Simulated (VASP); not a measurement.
Write the native input for VASP 6.6.1 that does the following.

* Task: single point
* Functional: LDA
* Potentials or basis: VASP PAW LDA potentials, release 64 (Si, Au)
* Cutoff: 520 eV
* k mesh: 2 × 2 × 2
* Occupations: gaussian, width 0.05 eV
* Spin: collinear spin, zero start
* Starting moments: [0.0, 0.0, 0.0, 0.0, 0.0, 0.0, 0.0, 0.0, 0.0, 0.0, 0.0, 0.0, 0.0, 0.0, 0.0, 0.0, 0.0] μB
* Dipole correction: no
* Further INCAR settings: LREAL = Auto; ALGO = Normal; EDIFF = 1e-06; NBANDS = 56

The structure of Si16Au (a cell with a defect) lies in POSCAR:

```
Si16Au
1.0
    0.0000000000      5.4300000000      5.4300000000
    5.4300000000      0.0000000000      5.4300000000
    5.4300000000      5.4300000000      0.0000000000
Si Au
16 1
Direct
   -0.0017743094      0.0146282689     -0.0019669429
    0.1128083794      0.1564398711      0.1126212707
   -0.0311986188      0.0124317680      0.5119531308
    0.1106161142      0.1270271639      0.6265277164
    0.0175190608      0.5178168508      0.0173253223
    0.1411911602      0.6414950276      0.1409944751
   -0.0017744015      0.4985327808      0.5141259669
    0.1128177716      0.6131081952      0.6559437385
    0.5121401473      0.0124370166     -0.0313878453
    0.6267208103      0.1270263352      0.1104246777
    0.4837489871     -0.0159408840      0.4835581952
    0.6074226519      0.1077287293      0.6072368324
    0.5143232044      0.4985320442     -0.0019681400
    0.6561373849      0.6131062615      0.1126283610
    0.5121308471      0.4691080110      0.5119494475
    0.6267205341      0.6109269797      0.6265264273
    0.3124779006      0.8127878453      0.3122828729
```

One way to write it, as run:

INCAR

```
SYSTEM = Si16Au
PREC     = Accurate       ! precision mode
ENCUT    = 520            ! plane-wave cutoff, eV
EDIFF    = 1E-6           ! SCF threshold, eV
ISMEAR   = 0              ! smearing method
SIGMA    = 0.05           ! smearing width, eV
LREAL    = Auto         
LASPH    = .TRUE.         ! aspherical terms in the spheres
NELM     = 150            ! most SCF steps
ALGO     = Normal         ! electronic algorithm
ISIF     = 2              ! what is computed and relaxed
LWAVE    = .FALSE.        ! write WAVECAR
LCHARG   = .TRUE.         ! write CHGCAR
ISPIN    = 2              ! spin polarisation
MAGMOM   = 0 0 0 0 0 0 0 0 0 0 0 0 0 0 0 0 0 ! initial moments
LORBIT   = 11             ! projections on sites
LMAXMIX  = 4              ! l up to which the mixer works
LELF     = .TRUE.         ! ELF
LVHAR    = .TRUE.       
NBANDS   = 56             ! bands
```

KPOINTS

```
regular mesh
0
G
  2 2 2
  0 0 0
```

Potentials or basis: VASP PAW LDA potentials, release 64 (Si, Au).

Launch:

```console
$ cat potpaw_LDA.64/Si/POTCAR potpaw_LDA.64/Au/POTCAR > POTCAR
$ mpirun -np 1 vasp_std > vasp.out
```

Results of the run:

```
Pressure                                              : 2.8 GPa
Largest force                                         : 0.017 eV/Å
Net moment                                            : 0.00 μB per cell
Valence electrons inside the program's atomic spheres : Si 1.71, 1.69, 1.72 (each value once); Au 10.08
```

Caveat: the k points lie up to 0.50 Å⁻¹ apart; no moment was typed at the start, so none could form.

Wall time 6 min on 1 thread of Intel(R) Xeon(R) 6975P-C (Granite Rapids) (shared host), peak memory 0.49 GiB.
